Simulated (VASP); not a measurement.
# MgO (Fm-3m) in VASP: further runs

MgO is run at these levels: LDA; tasks: relaxation of cell and atoms, single point.

Program: VASP 6.6.1. These are calculated values, not measurements. Logs are shortened: lines on timing, memory, paths and dates and some standing lists are left out, and cuts for length are marked.

## (1) The cell of the first run

It takes space group Fm-3m (No. 225, cubic). Conventional cell: a = 4.270 Å, b = 4.270 Å, c = 4.270 Å, α = 90.00°, β = 90.00°, γ = 90.00°. Within 2.8 Å of Mg (site symmetry m-3m) lie 6 O at 2.14 Å. O (site symmetry m-3m) has 6 Mg at 2.14 Å within 2.8 Å.

## (2) Relaxation of cell and atoms, LDA

The input, INCAR:

```
  PREC = Accurate
  ENCUT = 600
  EDIFF = 1E-7
  ISMEAR = 0
  SIGMA = 0.1
  LREAL = False
  LASPH = True
  NELM = 120
  ALGO = Normal
  ISIF = 3
  LWAVE = False
  LCHARG = False
  IBRION = 2
  NSW = 100
  EDIFFG = -0.05
  GGA_COMPAT = False
  NELMIN = 4
```

The input, KPOINTS:

```
Automatic mesh
0
Gamma
  8 8 8
```

The input, POSCAR:

```
MgO
1.0
    0.0000000000      2.1351500000      2.1351500000
    2.1351500000      0.0000000000      2.1351500000
    2.1351500000      2.1351500000      0.0000000000
Mg O
1 1
Direct
    0.0000000000      0.0000000000      0.0000000000
    0.5000000000      0.5000000000      0.5000000000
```

Potentials or basis: VASP PAW LDA potentials, release 64 (Mg, O).

The run is started by

```
> cat potpaw_LDA.64/Mg/POTCAR potpaw_LDA.64/O/POTCAR > POTCAR
> mpirun -np 1 vasp_std > vasp.out
```

OUTCAR:

```text
PREC = Accurate
   ENCUT = 600
   EDIFF = 1E-7
   ISMEAR = 0
   LREAL = False
   LASPH = True
   NELM = 120
   ISIF = 3
   IBRION = 2
   NSW = 100
   EDIFFG = -0.05
   NELMIN = 4

 ion  position               nearest neighbor table
   1  0.000  0.000  0.000-   2 2.14   2 2.14   2 2.14   2 2.14   2 2.14   2 2.14
   2  0.500  0.500  0.500-   1 2.14   1 2.14   1 2.14   1 2.14   1 2.14   1 2.14

  LATTYP: Found a face centered cubic cell.
 ALAT       =     4.2703000000

  Lattice vectors:

 A1 = (   0.0000000000,   2.1351500000,   2.1351500000)
 A2 = (   2.1351500000,   0.0000000000,   2.1351500000)
 A3 = (   2.1351500000,   2.1351500000,   0.0000000000)

Analysis of symmetry for initial positions (statically):
=====================================================================
 Subroutine PRICEL returns:
 Original cell was already a primitive cell.

 Routine SETGRP: Setting up the symmetry group for a
 face centered cubic supercell.

 Subroutine GETGRP returns: Found 48 space group operations
 (whereof 48 operations were pure point group operations)
 out of a pool of 48 trial point group operations.

The static configuration has the point symmetry O_h .

Analysis of symmetry for dynamics (positions and initial velocities):
=====================================================================
 Subroutine PRICEL returns:
 Original cell was already a primitive cell.

 Routine SETGRP: Setting up the symmetry group for a
 face centered cubic supercell.

 Subroutine GETGRP returns: Found 48 space group operations
 (whereof 48 operations were pure point group operations)
 out of a pool of 48 trial point group operations.

The dynamic configuration has the point symmetry O_h .

 Subroutine INISYM returns: Found 48 space group operations
 (whereof 48 operations are pure point group operations),
 and found     1 'primitive' translations

----------------------------------------------------------------------------------------

                                     Primitive cell

  volume of cell :      19.4677

  direct lattice vectors                    reciprocal lattice vectors
     0.000000000  2.135150000  2.135150000    -0.234175585  0.234175585  0.234175585
     2.135150000  0.000000000  2.135150000     0.234175585 -0.234175585  0.234175585
     2.135150000  2.135150000  0.000000000     0.234175585  0.234175585 -0.234175585

  length of vectors
     3.019558088  3.019558088  3.019558088     0.405604011  0.405604011  0.405604011

  position of ions in fractional coordinates (direct lattice)
     0.000000000  0.000000000  0.000000000
     0.500000000  0.500000000  0.500000000

  ion indices of the primitive-cell ions
   primitive index   ion index
                 1           1
                 2           2

----------------------------------------------------------------------------------------

 KPOINTS: Automatic mesh

Automatic generation of k-mesh.
 Grid dimensions read from file:
 generate k-points for:    8    8    8

 Generating k-lattice:

  Cartesian coordinates                     Fractional coordinates (reciprocal lattice)
    -0.029271948  0.029271948  0.029271948     0.125000000  0.000000000  0.000000000
     0.029271948 -0.029271948  0.029271948     0.000000000  0.125000000  0.000000000
     0.029271948  0.029271948 -0.029271948     0.000000000  0.000000000  0.125000000

  Length of vectors
     0.050700501  0.050700501  0.050700501

  Shift w.r.t. Gamma in fractional coordinates (k-lattice)
     0.000000000  0.000000000  0.000000000

 Subroutine IBZKPT returns following result:
 ===========================================

 Found     29 irreducible k-points:

 Following reciprocal coordinates:
            Coordinates               Weight
  0.000000  0.000000  0.000000      1.000000
  0.125000  0.000000  0.000000      8.000000
  0.250000  0.000000  0.000000      8.000000
  0.375000  0.000000  0.000000      8.000000
  0.500000  0.000000  0.000000      4.000000
  0.125000  0.125000  0.000000      6.000000
[... 16 lines left out ...]
  0.500000  0.250000  0.125000     48.000000
 -0.375000  0.250000  0.125000     24.000000
 [... further k-points ...]
   k-points           NKPTS =     29   k-points in BZ     NKDIM =     29   number of bands    NBANDS=      8
   number of dos      NEDOS =    301   number of ions     NIONS =      2
   total plane-waves  NPLWV =  13824
   dimension x,y,z NGX =    24 NGY =   24 NGZ =   24
   dimension x,y,z NGXF=    48 NGYF=   48 NGZF=   48
   ions per type =               1   1
   NGX,Y,Z   is equivalent  to a cutoff of  13.21, 13.21, 13.21 a.u.
   NGXF,Y,Z  is equivalent  to a cutoff of  26.43, 26.43, 26.43 a.u.
 SYSTEM =  unknown system
   PREC   = accura    normal or accurate (medium, high low for compatibility)
   ISTART =      0    job   : 0-new  1-cont  2-samecut
   ICHARG =      2    charge: 1-file 2-atom 10-const
   ISPIN  =      1    spin polarized calculation?
   LNONCOLLINEAR =      F non collinear calculations
   LSORBIT =      F    spin-orbit coupling
   LASPH  =      T    aspherical Exc in radial PAW
   ENCUT  =  600.0 eV  44.10 Ry    6.64 a.u.   6.03  6.03  6.03*2*pi/ulx,y,z
   NELM   =    120;   NELMIN=  4; NELMDL= -5     # of ELM steps
   EDIFF  = 0.1E-06   stopping-criterion for ELM
   LREAL  =      F    real-space projection
   EDIFFG = -.5E-01   stopping-criterion for IOM
   NSW    =    100    number of steps for IOM
   IBRION =      2    ionic relax: 0-MD 1-quasi-New 2-CG
   NFREE  =      1    steps in history (QN), initial steepest desc. (CG)
   ISIF   =      3    stress and relaxation
   ISYM   =      2    0-nonsym 1-usesym 2-fastsym
   POTIM  = 0.5000    time-step for ionic-motion
   TEBEG  =    0.0;   TEEND  =   0.0 temperature during run
   PSTRESS=    0.0 pullay stress
   NELECT =       8.0000    total number of electrons
   NUPDOWN=      -1.0000    fix difference up-down
   EMIN   =  10.00;   EMAX   =-10.00  energy-range for DOS
   EFERMI =   0.00;   METHOD = LEGACY
   ISMEAR =     0;   SIGMA  =   0.10  broadening in eV -4-tet -1-fermi 0-gaus
   EFERMI_NEDOS =   21; number of points for ismear=-14 and -15
   IALGO  =     38    algorithm
   IMIX   =      4    mixing-type and parameters
     AMIX     =   0.40;   BMIX     =  1.00
     AMIX_MAG =   1.60;   BMIX_MAG =  1.00
  volume/ion in A,a.u.               =       9.73        65.69
  Fermi-wavevector in a.u.,A,eV,Ry     =   1.217119  2.300022 20.155386  1.481379
  Thomas-Fermi vector in A             =   2.352450
   LORBIT       =      0    0 simple, 1 ext, 2 COOP (PROOUT), +10 PAW based schemes
   GGA     = CA    functional components
   LHFCALC =     F    Hartree Fock is set to
   AEXX    =    0.0000 exact exchange contribution
   IVDW    =     0    specifies the selected vdW correction
   LEPSILON=     F    determine dielectric tensor
   LRPA    =     F    only Hartree local field effects (RPA)
 conjugate gradient relaxation of ions
 non-spin polarized calculation
 Gauss-broadening in eV      SIGMA  =   0.10
  energy-cutoff  :      600.00
  volume of cell :       19.47
 maximum number of plane-waves:       660
   NGX = 13   NGY = 13   NGZ = 13

--------------------------------------- Ionic step        1  -------------------------------------------

 number of electron       8.0000002 magnetization

 Free energy of the ion-electron system (eV)
  ---------------------------------------------------
  ext. energy  EPLUGINS =         0.00000000
  ---------------------------------------------------
  free energy    TOTEN  =       -13.37675502 eV

  energy without entropy =      -13.37675502  energy(sigma->0) =      -13.37675502

------------------------ aborting loop because EDIFF is reached ----------------------------------------

  FORCE on cell =-STRESS in cart. coord.  units (eV):
  Direction    XX          YY          ZZ          XY          YZ          ZX
  --------------------------------------------------------------------------------------
  -------------------------------------------------------------------------------------
  Total       -1.6382916     -1.6382916     -1.6382916      0.0000000      0.0000000     -0.0000000
  in kB     -134.8300275   -134.8300275   -134.8300275      0.0000000      0.0000000     -0.0000000
  external PRESSURE =    -134.8300275 kB  Pullay stress =       0.0000000 kB
[... 57 lines left out ...]
  energy  without entropy=      -13.4441169339  energy(sigma->0) =      -13.44411693

--------------------------------------- Ionic step        3  -------------------------------------------

 number of electron       7.9999999 magnetization

 Free energy of the ion-electron system (eV)
  ---------------------------------------------------
  ext. energy  EPLUGINS =         0.00000000
  ---------------------------------------------------
  free energy    TOTEN  =       -13.45349079 eV

  energy without entropy =      -13.45349079  energy(sigma->0) =      -13.45349079

 E-fermi :   3.7925     XC(G=0): -11.8328

 val. band max:        3.2636817704   @ k =   0.0000   0.0000   0.0000
 cond. band min:       8.4210375121   @ k =   0.0000   0.0000   0.0000
 fundamental gap:      5.1573557418
 Fermi energy:         3.7924502443

 k-point     1 :       0.0000    0.0000    0.0000
  band No.  band energies     occupation
      1     -14.0041      2.00000
      2       3.2637      2.00000
      3       3.2637      2.00000
      4       3.2637      2.00000
      5       8.4210      0.00000
      6      19.0613      0.00000
      7      19.0613      0.00000
      8      19.0613      0.00000
[... 243 lines left out ...]
 k-point    24 :      -0.3750    0.2500    0.1250
  band No.  band energies     occupation
      1     -12.3479      2.00000
      2      -1.0097      2.00000
      3       1.1771      2.00000
      4       2.1881      2.00000
      5      13.1155      0.00000
      6      15.7262      0.00000
      7      17.0020      0.00000
      8      20.4607      0.00000

 [... further k-points ...]

------------------------ aborting loop because EDIFF is reached ----------------------------------------

  FORCE on cell =-STRESS in cart. coord.  units (eV):
  Direction    XX          YY          ZZ          XY          YZ          ZX
  --------------------------------------------------------------------------------------
  -------------------------------------------------------------------------------------
  Total        0.0024723      0.0024723      0.0024723      0.0000000      0.0000000      0.0000000
  in kB        0.2228012      0.2228012      0.2228012      0.0000000      0.0000000      0.0000000
  external PRESSURE =       0.2228012 kB  Pullay stress =       0.0000000 kB
[... 17 lines left out ...]
  FREE ENERGIE OF THE ION-ELECTRON SYSTEM (eV)
  ---------------------------------------------------
  free  energy   TOTEN  =       -13.4534907950 eV

  energy  without entropy=      -13.4534907950  energy(sigma->0) =      -13.45349079

 reached required accuracy - stopping structural energy minimisation
```

It took 8 s on 1 thread of AMD EPYC 7R13 (Zen 3), shared host; peak memory 0.11 GiB.

Results:

| Property | Result |
| --- | --- |
| Free energy | -13.4535 eV |
| Relaxed volume | 8.89 Å³/atom |
| Relaxed cell | a = 2.930 Å, b = 2.930 Å, c = 2.930 Å, α = 60.00°, β = 60.00°, γ = 60.00° |
| Space group after relaxing (to 0.1 Å) | Fm-3m (No. 225) |
| Energy gained by relaxing | 38.4 meV/atom |
| Ionic steps | 3 |
| Pressure after relaxing | 0.0 GPa |
| Band gap on the k mesh | 5.16 eV |

The path:
| step | energy change (eV) | largest force (eV/Å) | pressure (GPa) | volume (Å³) |
| --- | --- | --- | --- | --- |
| 1 | 0.0000 | 0.0000 | -13.48 | 19.47 |
| 2 | -0.0674 | 0.0000 | 5.81 | 17.25 |
| 3 | -0.0767 | 0.0000 | 0.02 | 17.78 |

Final structure:
```
CELL_PARAMETERS angstrom
0.00000 2.07152 2.07152
2.07152 0.00000 2.07152
2.07152 2.07152 0.00000
ATOMIC_POSITIONS crystal
Mg 0.00000 0.00000 0.00000
O 0.50000 0.50000 0.50000
```

LDA gaps usually lie below the measured ones, often by a third to a half. Zero-point motion and thermal expansion aren't in these numbers.

## (3) Relaxation of cell and atoms, LDA

This run uses another cell than the first one, of 9.02 Å³/atom.

The input, INCAR:

```
PREC = Accurate ; ENCUT = 600
EDIFF = 1E-7 ; ISMEAR = 0
SIGMA = 0.02 ; LREAL = False
LASPH = True ; NELM = 120
ALGO = Normal ; ISIF = 3
LWAVE = False ; LCHARG = False
GGA = CA ; IBRION = 2
NSW = 100 ; EDIFFG = -0.005
GGA_COMPAT = False ; NELMIN = 4
```

The input, KPOINTS:

```
Automatic mesh
0
Gamma
  10 10 10
```

The input, POSCAR:

```
MgO
1.0
    0.0000000000      2.0819698591      2.0819698591
    2.0819698591      0.0000000000      2.0819698591
    2.0819698591      2.0819698591      0.0000000000
Mg O
1 1
Direct
    0.0000000000      0.0000000000      0.0000000000
    0.5000000000      0.5000000000      0.5000000000
```

Potentials or basis: VASP PAW LDA potentials, release 64 (Mg, O).

The run is started by

```
> cat potpaw_LDA.64/Mg/POTCAR potpaw_LDA.64/O/POTCAR > POTCAR
> mpirun -np 1 vasp_std > vasp.out
```

Wall time 10 s (1 thread of AMD EPYC 7R13 (Zen 3), shared host); peak memory 0.11 GiB.

The run converged. Its results:

```
Free energy                           : -13.4496 eV
Relaxed volume                        : 8.89 Å³/atom
Relaxed cell                          : a = 2.930 Å, b = 2.930 Å, c = 2.930 Å, α = 60.00°, β = 60.00°, γ = 60.00°
Space group after relaxing (to 0.1 Å) : Fm-3m (No. 225)
Energy gained by relaxing             : 1.1 meV/atom
Ionic steps                           : 3
Pressure after relaxing               : 0.0 GPa
Band gap on the k mesh                : 5.15 eV
```

The path:
```csv
step,energy change (eV),largest force (eV/Å),pressure (GPa),volume (Å³)
1,0.0000,0.0000,-2.54,18.05
2,-0.0017,0.0000,1.10,17.68
3,-0.0021,0.0000,0.00,17.79
```

Final structure:
```cif
data_structure
_symmetry_space_group_name_H-M 'P 1'
_symmetry_Int_Tables_number 1
_cell_length_a 2.9300
_cell_length_b 2.9300
_cell_length_c 2.9300
_cell_angle_alpha 60.000
_cell_angle_beta 60.000
_cell_angle_gamma 60.000
_cell_volume 17.79
loop_
_atom_site_label
_atom_site_type_symbol
_atom_site_fract_x
_atom_site_fract_y
_atom_site_fract_z
_atom_site_occupancy
Mg1 Mg 0.00000 0.00000 0.00000 1
O1 O 0.50000 0.50000 0.50000 1
```

Levels at points of the mesh, in eV from the valence-band top:
| k point | band 1 | band 2 | band 3 | band 4 | band 5 | band 6 | band 7 | band 8 |
| --- | --- | --- | --- | --- | --- | --- | --- | --- |
| (0.00, 0.00, 0.00) | -17.27 | 0.00 | 0.00 | 0.00 | 5.15 | 15.79 | 15.79 | 15.79 |
| (0.50, 0.00, 0.00) | -15.78 | -4.92 | -0.72 | -0.72 | 8.05 | 12.96 | 16.51 | 16.51 |
| (0.50, 0.50, 0.00) | -15.49 | -4.36 | -1.44 | -1.44 | 8.94 | 10.24 | 13.42 | 19.38 |

As with any semilocal functional, this LDA gap is likely too small. LDA usually gives volumes a few per cent too small.

(Part 1 of 2 ends here.)
